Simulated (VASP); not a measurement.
BN: single point with PBE

The system is BN.

```xyz
4
Lattice="2.5360 0.0000 0.0000 -1.2680 2.1962 0.0000 0.0000 0.0000 4.1990" Properties=species:S:1:pos:R:3 pbc="T T T"
B     1.2680    0.7321    0.0000
B     0.0000    1.4642    2.0995
N     1.2680    0.7321    1.5746
N     0.0000    1.4642    3.6741
```

- Program: VASP 6.6.1
- Task: single point
- Functional: PBE
- Potentials or basis: VASP PAW PBE potentials, release 64 (B, N)
- Cutoff: 600 eV
- k mesh: 8 × 8 × 4
- Occupations: gaussian, width 0.01 eV
- Spin: no spin polarisation
- Dipole correction: no
- Further INCAR settings: ALGO = Normal; EDIFF = 1e-06; NBANDS = 16

```json
{"Pressure": "8.0 GPa", "Largest force": "0.057 eV/Å", "Band gap on the k mesh": "5.52 eV, indirect (least direct gap 8.35 eV)"}
```

Forces in eV/Å, atoms in the order of the input:
```
B    0.000  0.000  0.057
B    0.000  0.000  0.057
N    0.000  0.000 -0.057
N    0.000  0.000 -0.057
```

Stress tensor (GPa, compression positive):
```
8.41 0.00 0.00
0.00 8.41 0.00
0.00 0.00 7.18
```

Levels at points of the mesh, in eV from the valence-band top:
```
           k point  band 4  band 5  band 6  band 7  band 8  band 9  band 10  band 11  band 12  band 13
(0.00, 0.00, 0.00)   -2.13   -2.13   -0.25    0.00    0.00    8.44     8.44     8.62     9.69    10.97
(0.50, 0.00, 0.00)   -7.87   -6.95   -5.03   -4.44   -2.14    6.77     8.01    10.71    11.61    13.00
(0.00, 0.00, 0.50)   -5.75   -1.18   -1.18   -1.18   -1.18    9.61     9.61    10.00    10.00    10.00
(0.50, 0.00, 0.50)  -10.10   -3.81   -3.81   -3.59   -3.59    6.64     6.64    10.11    10.11    14.42
```

Run time: 11 s on 1 thread of Intel(R) Xeon(R) Platinum 8488C (Sapphire Rapids), on a shared host, peak memory 0.14 GiB.

A k mesh can miss the band edges. PBE gaps usually lie below the measured ones, often by a third to a half.
